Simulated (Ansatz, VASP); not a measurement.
# Mo2Ru3 in VASP and in Ansatz

```xyz
5
Lattice="2.2075 1.2745 4.3993 -2.2075 1.2745 4.3993 0.0000 -2.5490 4.3993" Properties=species:S:1:pos:R:3 pbc="T T T"
Mo    0.0000    0.0000   10.6529
Mo    0.0000    0.0000    2.5450
Ru    0.0000    0.0000    5.1562
Ru    0.0000    0.0000    0.0000
Ru    0.0000    0.0000    8.0417
```

Alike in both runs: functional PBE; k mesh 12 × 12 × 12; occupations gaussian, width 0.1 eV; no spin polarisation.

Ansatz relaxed the structure, and its values are those at the end. VASP's run is a single point on that final structure, the one shown.

|  | VASP | Ansatz |
| --- | --- | --- |
| version | VASP 6.6.1 | Ansatz 0.2.0 |
| potentials or method | VASP PAW PBE potentials, release 64 (Mo_sv, Ru_pv), cutoff 520 eV | scalar-relativistic, plane waves, PAW |
| valence electrons in the cell | 70 | 76 |

|  | VASP | Ansatz | Ansatz less VASP |
| --- | --- | --- | --- |
| gap on the k mesh at the Fermi level (eV) | none | none | - |
| pressure (GPa) | 0.2 | 0.0 | -0.18 |
| rms of the force components (eV/Å) | 0.004 | 0.001 | -0.0031 |

A gap of «none» marks a metal or a gap that the smearing closes. The functional is the same, so the differences come from potentials, cutoffs and numerics. VASP's potentials hold 70 valence electrons a cell and Ansatz's 76, so a difference there can come from the potentials and not from the codes.
